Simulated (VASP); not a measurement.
# LiH in VASP: notebook, part 2 of 2

VASP 6.6.1. The steps go on from the part before.

## Step 3: Single point, LDA (volume scaled by 1.06)

File INCAR:

```
SYSTEM = LiH
ALGO = Normal
EDIFF = 1E-6
ENCUT = 520
ISIF = 2
ISMEAR = -1
LASPH = .True.
LCHARG = .False.
LREAL = .False.
LWAVE = .False.
NBANDS = 9
NELM = 80
PREC = Accurate
SIGMA = 0.03
```

File KPOINTS:

```
k-points
0
Gamma
  11 11 11
  0 0 0
```

File POSCAR:

```
LiH
1.0
    0.0000000000      2.0723630616      2.0723630616
    2.0723630616      0.0000000000      2.0723630616
    2.0723630616      2.0723630616      0.0000000000
Li H
1 1
Direct
    0.0000000000      0.0000000000      0.0000000000
    0.5000000000      0.5000000000      0.5000000000
```

Potentials or basis: VASP PAW LDA potentials, release 64 (Li_sv, H).

Run with:

```bash
cat potpaw_LDA.64/Li_sv/POTCAR potpaw_LDA.64/H/POTCAR > POTCAR
mpirun -np 1 vasp_std > vasp.out
```

OUTCAR:

```text
SYSTEM = LiH
   EDIFF = 1E-6
   ENCUT = 520
   ISIF = 2
   ISMEAR = -1
   LASPH = .True.
   LREAL = .False.
   NELM = 80
   PREC = Accurate

 ion  position               nearest neighbor table
   1  0.000  0.000  0.000-
   2  0.500  0.500  0.500-

  LATTYP: Found a face centered cubic cell.
 ALAT       =     4.1447261232

  Lattice vectors:

 A1 = (   0.0000000000,   2.0723630616,   2.0723630616)
 A2 = (   2.0723630616,   0.0000000000,   2.0723630616)
 A3 = (   2.0723630616,   2.0723630616,   0.0000000000)

Analysis of symmetry for initial positions (statically):
=====================================================================
 Subroutine PRICEL returns:
 Original cell was already a primitive cell.

 Routine SETGRP: Setting up the symmetry group for a
 face centered cubic supercell.

 Subroutine GETGRP returns: Found 48 space group operations
 (whereof 48 operations were pure point group operations)
 out of a pool of 48 trial point group operations.

The static configuration has the point symmetry O_h .

Analysis of symmetry for dynamics (positions and initial velocities):
=====================================================================
 Subroutine PRICEL returns:
 Original cell was already a primitive cell.

 Routine SETGRP: Setting up the symmetry group for a
 face centered cubic supercell.

 Subroutine GETGRP returns: Found 48 space group operations
 (whereof 48 operations were pure point group operations)
 out of a pool of 48 trial point group operations.

The dynamic configuration has the point symmetry O_h .

 Subroutine INISYM returns: Found 48 space group operations
 (whereof 48 operations are pure point group operations),
 and found     1 'primitive' translations

----------------------------------------------------------------------------------------

[... 115 lines left out ...]
  Thomas-Fermi vector in A             =   2.127306
   LORBIT       =      0    0 simple, 1 ext, 2 COOP (PROOUT), +10 PAW based schemes
   GGA     = CA    functional components
   LHFCALC =     F    Hartree Fock is set to
   AEXX    =    0.0000 exact exchange contribution
   IVDW    =     0    specifies the selected vdW correction
   LEPSILON=     F    determine dielectric tensor
   LRPA    =     F    only Hartree local field effects (RPA)
 non-spin polarized calculation
  energy-cutoff  :      520.00
  volume of cell :       17.80
 maximum number of plane-waves:       531
 NGX is ok and might be reduce to    24
   NGX = 11   NGY = 11   NGZ = 11

 number of electron       4.0000007 magnetization

 Free energy of the ion-electron system (eV)
  ---------------------------------------------------
  ext. energy  EPLUGINS =         0.00000000
  ---------------------------------------------------
  free energy    TOTEN  =        -6.44298520 eV

  energy without entropy =       -6.44298520  energy(sigma->0) =       -6.44298520

 E-fermi :   0.3716     XC(G=0):  -8.4824

 val. band max:       -0.2949708906   @ k =  -0.4545   0.4545   0.0000
 cond. band min:       2.5754712090   @ k =  -0.4545   0.4545   0.0000
 fundamental gap:      2.8704420996
 Fermi energy:         0.3715563005

 k-point     1 :       0.0000    0.0000    0.0000
  band No.  band energies     occupation
      1     -43.8166      2.00000
      2      -5.4408      2.00000
      3      14.6129      0.00000
      4      16.1780      0.00000
      5      16.1780      0.00000
      6      16.1780      0.00000
      7      20.8218      0.00000
      8      20.8218      0.00000
      9      20.8218      0.00000
[... 265 lines left out ...]
 k-point    24 :      -0.1818    0.1818    0.0000
  band No.  band energies     occupation
      1     -43.7926      2.00000
      2      -3.9829      2.00000
      3       9.1884      0.00000
      4       9.2801      0.00000
      5      14.6237      0.00000
      6      15.9166      0.00000
      7      19.8295      0.00000
      8      21.5267      0.00000
      9      23.1331      0.00000

 [... further k-points ...]

------------------------ aborting loop because EDIFF is reached ----------------------------------------

  FORCE on cell =-STRESS in cart. coord.  units (eV):
  Direction    XX          YY          ZZ          XY          YZ          ZX
  --------------------------------------------------------------------------------------
  -------------------------------------------------------------------------------------
  Total       -0.6081877     -0.6081877     -0.6081877     -0.0000000      0.0000000      0.0000000
  in kB      -54.7420032    -54.7420032    -54.7420032     -0.0000000      0.0000000      0.0000000
  external PRESSURE =     -54.7420032 kB  Pullay stress =       0.0000000 kB

 VOLUME and BASIS-vectors are now :
 -----------------------------------------------------------------------------
  energy-cutoff  :      520.00
  volume of cell :       17.80
      direct lattice vectors                 reciprocal lattice vectors
     0.000000000  2.072363062  2.072363062    -0.241270465  0.241270465  0.241270465
     2.072363062  0.000000000  2.072363062     0.241270465 -0.241270465  0.241270465
     2.072363062  2.072363062  0.000000000     0.241270465  0.241270465 -0.241270465

 POSITION                                       TOTAL-FORCE (eV/Angst)
 -----------------------------------------------------------------------------------
      0.00000      0.00000      0.00000         0.000000      0.000000      0.000000
      2.07236      2.07236      2.07236         0.000000     -0.000000      0.000000
 -----------------------------------------------------------------------------------
    total drift:                                0.000000     -0.000000     -0.000000

  FREE ENERGIE OF THE ION-ELECTRON SYSTEM (eV)
  ---------------------------------------------------
  free  energy   TOTEN  =        -6.4429851991 eV

  energy  without entropy=       -6.4429851991  energy(sigma->0) =       -6.44298520
```

OSZICAR:

```text
N       E                     dE             d eps       ncg     rms          rms(c)
DAV:   1    -0.197203610741E+01   -0.19720E+01   -0.14265E+03  1016   0.382E+02
DAV:   2    -0.660637742029E+01   -0.46343E+01   -0.46104E+01  1386   0.563E+01
DAV:   3    -0.669012903033E+01   -0.83752E-01   -0.83698E-01  1247   0.587E+00
DAV:   4    -0.669094006643E+01   -0.81104E-03   -0.81071E-03  1379   0.462E-01
DAV:   5    -0.669094158999E+01   -0.15236E-05   -0.15236E-05  1254   0.178E-02    0.274E+00
DAV:   6    -0.650266060312E+01    0.18828E+00   -0.17595E-01  1101   0.116E+00    0.133E+00
DAV:   7    -0.644222897162E+01    0.60432E-01   -0.19580E-01  1212   0.137E+00    0.197E-01
DAV:   8    -0.644304142247E+01   -0.81245E-03   -0.40300E-03  1137   0.429E-01    0.434E-02
DAV:   9    -0.644298520709E+01    0.56215E-04   -0.19491E-04  1273   0.476E-02    0.703E-03
DAV:  10    -0.644298519911E+01    0.79800E-08   -0.53044E-06  1221   0.170E-02
   1 F= -.64429852E+01 E0= -.64429852E+01  d E =-.287429E-11
```

Wall time 4.9 s (1 thread of Intel Xeon Platinum 8375C at 2.90GHz (Ice Lake), shared host); peak memory 0.12 GiB.

Results:

| Quantity | Value |
| --- | --- |
| Free energy | -6.4430 eV |
| Band gap on the k mesh | 2.87 eV, direct |

Caveat: the cutoff is under 1.25 times the usual one of these potentials, so pressure, stress and relaxed cells hold a basis-set (Pulay) error. A k mesh can miss the band edges.

## Step 4: Single point, LDA (equal xx and yy strain of -2 %)

File INCAR:

```
SYSTEM = LiH
  ALGO = Normal
  EDIFF = 1E-6
  ENCUT = 520
  GGA = CA
  ISIF = 2
  ISMEAR = -1
  LASPH = .True.
  LCHARG = .False.
  LREAL = .False.
  LWAVE = .False.
  NBANDS = 9
  NELM = 100
  PREC = Accurate
  SIGMA = 0.03
```

KPOINTS is that of step 3.

File POSCAR:

```
LiH
1.0
    0.0000000000      1.9918500000      2.0325000000
    1.9918500000      0.0000000000      2.0325000000
    1.9918500000      1.9918500000      0.0000000000
Li H
1 1
Direct
    0.0000000000      0.0000000000      0.0000000000
    0.5000000000      0.5000000000      0.5000000000
```

Run with:

```bash
cat potpaw_LDA.64/Li_sv/POTCAR potpaw_LDA.64/H/POTCAR > POTCAR
mpirun -np 1 vasp_std > vasp.out
```

Run time: 8.4 s. Hardware: 1 thread of Intel Xeon Platinum 8375C at 2.90GHz (Ice Lake), shared host; peak memory 0.13 GiB.

Results (log left out):

```yaml
Free_energy: -6.4848 eV
Band_gap_on_the_k_mesh: 2.58 eV, indirect (least direct gap 2.73 eV)
```

Levels at points of the mesh, in eV from the valence-band top:
```
           k point  band 1  band 2  band 3  band 4  band 5  band 6
(0.00, 0.00, 0.00)  -43.47   -5.55   16.09   17.33   17.33   17.50
```

Caveat: the cell differs from its parent crystal (equal xx and yy strain of -2 %); the cutoff is under 1.25 times the usual one of these potentials, so pressure, stress and relaxed cells hold a basis-set (Pulay) error. A k mesh can miss the band edges.

## Step 5: Single point, LDA (volume scaled by 0.94)

File INCAR:

```
  ALGO = Normal
  EDIFF = 1E-7
  ENCUT = 520
  GGA = CA
  ISIF = 2
  ISMEAR = -1
  LASPH = True
  LCHARG = False
  LREAL = False
  LWAVE = False
  NBANDS = 9
  NELM = 60
  PREC = Accurate
  SIGMA = 0.03
```

File KPOINTS:

```
k-points
0
Gamma
  11 11 11
```

File POSCAR:

```
LiH
1.0
    0.0000000000      1.9910087660      1.9910087660
    1.9910087660      0.0000000000      1.9910087660
    1.9910087660      1.9910087660      0.0000000000
Li H
1 1
Direct
    0.0000000000      0.0000000000      0.0000000000
    0.5000000000      0.5000000000      0.5000000000
```

Run with:

```bash
cat potpaw_LDA.64/Li_sv/POTCAR potpaw_LDA.64/H/POTCAR > POTCAR
mpirun -np 1 vasp_std > vasp.out
```

Run time: 17 s. Hardware: 1 thread of AMD EPYC 7R13, shared host; peak memory 0.09 GiB.

Results (log left out):

```
Free energy            : -6.4909 eV
Band gap on the k mesh : 2.79 eV, direct
```

Levels at points of the mesh, in eV from the valence-band top:
```csv
k point,band 1,band 2,band 3,band 4,band 5
"(0.00, 0.00, 0.00)",-43.40,-5.58,16.44,17.65,17.65
```

Caveat: the cutoff is under 1.25 times the usual one of these potentials, so pressure, stress and relaxed cells hold a basis-set (Pulay) error.

## Step 6: Single point, LDA (volume scaled by 0.98)

File INCAR:

```
SYSTEM = LiH
ALGO = Normal ; EDIFF = 1E-6
ENCUT = 520 ; GGA = CA
ISIF = 2 ; ISMEAR = -1
LASPH = .TRUE. ; LCHARG = .FALSE.
LREAL = .FALSE. ; LWAVE = .FALSE.
NBANDS = 9 ; NELM = 60
PREC = Accurate ; SIGMA = 0.03
```

File KPOINTS:

```
k-points
0
G
  11 11 11
  0 0 0
```

File POSCAR:

```
LiH
1.0
    0.0000000000      2.0188586494      2.0188586494
    2.0188586494      0.0000000000      2.0188586494
    2.0188586494      2.0188586494      0.0000000000
Li H
1 1
Direct
    0.0000000000      0.0000000000      0.0000000000
    0.5000000000      0.5000000000      0.5000000000
```

Potentials or basis: VASP PAW LDA potentials, release 64 (Li_sv, H).

Run with:

```bash
cat potpaw_LDA.64/Li_sv/POTCAR potpaw_LDA.64/H/POTCAR > POTCAR
mpirun -np 1 vasp_std > vasp.out
```

Run time: 17 s. Hardware: 1 thread of AMD EPYC 7R13, shared host; peak memory 0.09 GiB.

It converged, with:

```yaml
Free_energy: -6.4796 eV
Band_gap_on_the_k_mesh: 2.82 eV, direct
```

Levels at points of the mesh, in eV from the valence-band top:
```tsv
k point	band 1	band 2	band 3	band 4	band 5	band 6	band 7
(0.00, 0.00, 0.00)	-43.44	-5.43	15.89	17.23	17.23	17.23	22.03
```

Caveat: the cutoff is under 1.25 times the usual one of these potentials, so pressure, stress and relaxed cells hold a basis-set (Pulay) error. A k mesh can miss the band edges.

## Step 7: The runs side by side

| cell | gap on the mesh (eV) |
| --- | --- |
| a = 2.893 Å, angles 60.0°, 2 atoms | 2.85 |
| a = 2.931 Å, angles 60.0°, 2 atoms | 2.87 |
| a = 2.846, b = 2.846, c = 2.817 Å, angles 60.3, 60.3, 59.3°, 2 atoms | 2.58 |
| a = 2.816 Å, angles 60.0°, 2 atoms | 2.79 |
| a = 2.855 Å, angles 60.0°, 2 atoms | 2.82 |

Alike in all rows: task single point; level LDA; potentials or basis VASP PAW LDA potentials, release 64 (Li_sv, H); no spin polarisation; k mesh 11 × 11 × 11; cutoff (eV) 520; smearing fermi-dirac 0.03 eV.

Caveats: the cutoff is under 1.25 times the usual one of these potentials, so pressure, stress and relaxed cells hold a basis-set (Pulay) error.

Total energies depend on the potentials used, so only differences within one code and one set of settings carry meaning.
